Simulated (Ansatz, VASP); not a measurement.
# Two plane-wave programs on Ga3AsP2

```
Ga P As
1.0
     3.94834    0.00000    0.00000
    -1.97417    3.41936    0.00000
     0.00000    0.00000    9.67757
Ga P As
3 2 1
Direct
  0.00000 0.00000 0.99299
  0.33333 0.66667 0.66670
  0.66667 0.33333 0.34005
  0.00000 0.00000 0.74675
  0.33333 0.66667 0.41979
  0.66667 0.33333 0.08373
```

Alike in both runs: functional PBE; k mesh 12 × 12 × 4; no spin polarisation.

Ansatz relaxed the structure, and its values are those at the end. VASP's run is a single point on that final structure, the one shown.

```csv
,VASP,Ansatz
version,VASP 6.6.1,Ansatz 0.2.0
potentials or method,"VASP PAW PBE potentials, release 64 (Ga_d, P, As), cutoff 520 eV","scalar-relativistic, plane waves, PAW"
occupations,"gaussian, width 0.01 eV",fixed
valence electrons in the cell,54,64
```

|  | VASP | Ansatz | Ansatz less VASP |
| --- | --- | --- | --- |
| gap on the k mesh at the Fermi level (eV) | 0.94 | 0.94 | +0.003 |
| least direct gap on the mesh (eV) | 0.94 | 0.94 | +0.003 |
| pressure (GPa) | 0.1 | 0.0 | -0.06 |
| rms of the force components (eV/Å) | 0.005 | 0.000 | -0.0047 |

VASP's potentials hold 54 valence electrons a cell and Ansatz's 64, so a difference there can come from the potentials and not from the codes.
